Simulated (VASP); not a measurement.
Write the native input for VASP 6.6.1 that does the following.

- Task: single point
- Functional: PBE
- Potentials or basis: VASP PAW PBE potentials, release 64 (Sn_d)
- Cutoff: 520 eV
- k mesh: 6 × 6 × 6
- Occupations: gaussian, width 0.1 eV
- Spin: no spin polarisation
- Dipole correction: no
- Further INCAR settings: ALGO = Fast; EDIFF = 1e-07; NBANDS = 21

The structure of Sn lies in POSCAR:

```
Sn
1.0
    3.2836297500      0.0000000000      0.0000000000
    0.0000000000      3.4044316000      0.0000000000
    0.0000000000      0.0000000000      2.8655869200
Sn
2
Direct
    0.0000000000      0.0000000000      0.6502296600
    0.5000000000      0.5000000000      0.3497703400
```

The cell was built from a structure type or drawn by symmetry, and may not be a known phase.

These files were run (other wordings do the same):

INCAR

```
SYSTEM = Sn
PREC = Accurate
ENCUT = 520
EDIFF = 1E-7
ISMEAR = 0
SIGMA = 0.1
LREAL = .FALSE.
LASPH = .TRUE.
NELM = 80
ALGO = Fast
ISIF = 2
LWAVE = .FALSE.
LCHARG = .FALSE.
GGA = PE
NBANDS = 21
```

KPOINTS

```
Automatic mesh
0
G
  6 6 6
  0 0 0
```

Potentials or basis: VASP PAW PBE potentials, release 64 (Sn_d).

Run with:

```console
$ cat potpaw_PBE.64/Sn_d/POTCAR > POTCAR
$ mpirun -np 1 vasp_std > vasp.out
```

Results of the run:

```json
{
 "Pressure": "114.0 GPa",
 "Largest force": "3.461 eV/Å",
 "Band gap on the k mesh": "zero (bands 14 and 15 overlap by 7.79 eV)"
}
```

Caveat: the k points lie up to 0.37 Å⁻¹ apart, too coarse for converged energies and pressures of a metal; spin-orbit coupling is left out, which moves the levels of the heavy elements; forces of over 1 eV/Å act on the atoms, so gaps and moduli don't describe the material at rest.

Run time: 15 s on 1 thread of Intel(R) Xeon(R) 6975P-C (Granite Rapids), with other jobs on the host, peak memory 0.16 GiB.
